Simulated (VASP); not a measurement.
Write the native input for VASP 6.6.1 that does the following.

```
Task                   : single point
Functional             : PBEsol
Potentials or basis    : VASP PAW PBE potentials, release 64 (Gd, N)
Cutoff                 : 520 eV
k mesh                 : 10 × 10 × 10
Occupations            : gaussian, width 0.05 eV
Spin                   : collinear spin, ferromagnetic start
Starting moments       : [7.45, 0.0] μB
Dipole correction      : no
Further INCAR settings : ALGO = Normal; EDIFF = 1e-06; NBANDS = 22
```

The structure of GdN lies in POSCAR:

```
GdN
1.0
    0.0000000000      2.6188733743      2.6188733743
    2.6188733743      0.0000000000      2.6188733743
    2.6188733743      2.6188733743      0.0000000000
Gd N
1 1
Direct
    0.0000000000      0.0000000000      0.0000000000
    0.2500000000      0.2500000000      0.2500000000
```

One way to write it, as run:

INCAR

```
PREC     = Accurate       # precision mode
ENCUT    = 520            # plane-wave cutoff, eV
EDIFF    = 1E-6           # SCF threshold, eV
ISMEAR   = 0              # smearing method
SIGMA    = 0.05           # smearing width, eV
LREAL    = F              # projectors in reciprocal space
LASPH    = T              # aspherical terms in the spheres
NELM     = 150            # most SCF steps
ALGO     = Normal         # electronic algorithm
ISIF     = 2              # what is computed and relaxed
LWAVE    = F              # write WAVECAR
LCHARG   = F              # write CHGCAR
ISPIN    = 2              # spin polarisation
MAGMOM   = 7.45 0         # initial moments
LORBIT   = 11             # projections on sites
LMAXMIX  = 6              # l up to which the mixer works
GGA      = PS             # functional
NBANDS   = 22             # bands
```

KPOINTS

```
regular mesh
0
Gamma
  10 10 10
```

Potentials or basis: VASP PAW PBE potentials, release 64 (Gd, N).

Run with:

```bash
$ cat potpaw_PBE.64/Gd/POTCAR potpaw_PBE.64/N/POTCAR > POTCAR
$ mpirun -np 1 vasp_std > vasp.out
```

It gave:

```yaml
Pressure: 2.8 GPa
Band_gap_on_the_k_mesh: 1.12 eV (least direct gap 1.81 eV)
Net_moment: 7.00 μB per cell
Site_moments: Gd +6.79; N -0.06 μB
Valence_electrons_inside_the_program's_atomic_spheres: Gd 15.31; N 3.68
```

Caveat: the PAW data sets were made with another functional, which shifts forces and pressure a little; spin-orbit coupling is left out, which moves the levels of the heavy elements; a cell with one magnetic atom can't hold antiferromagnetic order, which such compounds often take; semilocal functionals describe open f shells poorly, which spoils levels, moments and volumes.

Wall time 5 min on 1 thread of Intel(R) Xeon(R) 6975P-C (Granite Rapids) (shared host), peak memory 0.22 GiB.
